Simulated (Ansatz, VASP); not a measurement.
**One calculation of AgCl, two programs**

File INCAR:

```
PREC = Accurate
ENCUT = 520
EDIFF = 1E-6
ISMEAR = 0
SIGMA = 0.01
LREAL = False
LASPH = True
NELM = 150
ALGO = Normal
ISIF = 2
LWAVE = False
LCHARG = False
LNONCOLLINEAR = True
MAGMOM = 0 0 0 0 0 0
LORBIT = 11
LSORBIT = True
GGA_COMPAT = False
LORBMOM = True
LMAXMIX = 4
GGA = CA
NBANDS = 30
```

KPOINTS

```
regular mesh
0
Gamma
  8 8 8
```

The input POSCAR:

```
AgCl
1.0
    0.0000000000      2.6770631764      2.6770631764
    2.6770631764      0.0000000000      2.6770631764
    2.6770631764      2.6770631764      0.0000000000
Ag Cl
1 1
Direct
    0.0000000000      0.0000000000      0.0000000000
    0.5000000000      0.5000000000      0.5000000000
```

Input for Ansatz:

```yaml
crystal:
  lattice:
    - [0.0, 2.67706317636, 2.67706317636]
    - [2.67706317636, 0.0, 2.67706317636]
    - [2.67706317636, 2.67706317636, 0.0]
  atoms:
    - { symbol: Ag, position: [0.0, 0.0, 0.0] }
    - { symbol: Cl, position: [0.5, 0.5, 0.5] }
kpoints:
  mp_grid: { grid: [8, 8, 8] }
scf:
  occupations: { method: fixed }
hamiltonian:
  xc: lda
  pseudopotentials: { kind: all_electron, lapw: { basis_error: 0.001 } }
magnetization:
  noncollinear: true
  spin_orbit: true
output:
  forces: true
  stress: true
  eigenvalues: true
  eigenstates:
    nscf_kmesh: { grid: [10, 10, 10] }
    de_dk: true
    e_range: [-9, 10.62703993763]
checkpoint:
  write: ck
  write_wavefunctions: false
```

Alike in both runs: task single point; functional LDA; k mesh 8 × 8 × 8; non-collinear spin, spin-orbit coupling.

|  | VASP | Ansatz |
| --- | --- | --- |
| version | VASP 6.6.1 | Ansatz 0.2.0 |
| potentials or method | VASP PAW LDA potentials, release 64 (Ag, Cl), cutoff 520 eV | all-electron LAPW |
| occupations | gaussian, width 0.01 eV | fixed |

|  | VASP | Ansatz | Ansatz less VASP |
| --- | --- | --- | --- |
| pressure (GPa) | 0.0 | 0.0 | -0.01 |

LDA's correlation is that of Perdew and Zunger in VASP and of Perdew and Wang (1992) in Ansatz. Ansatz ran all-electron here, and VASP with PAW potentials.
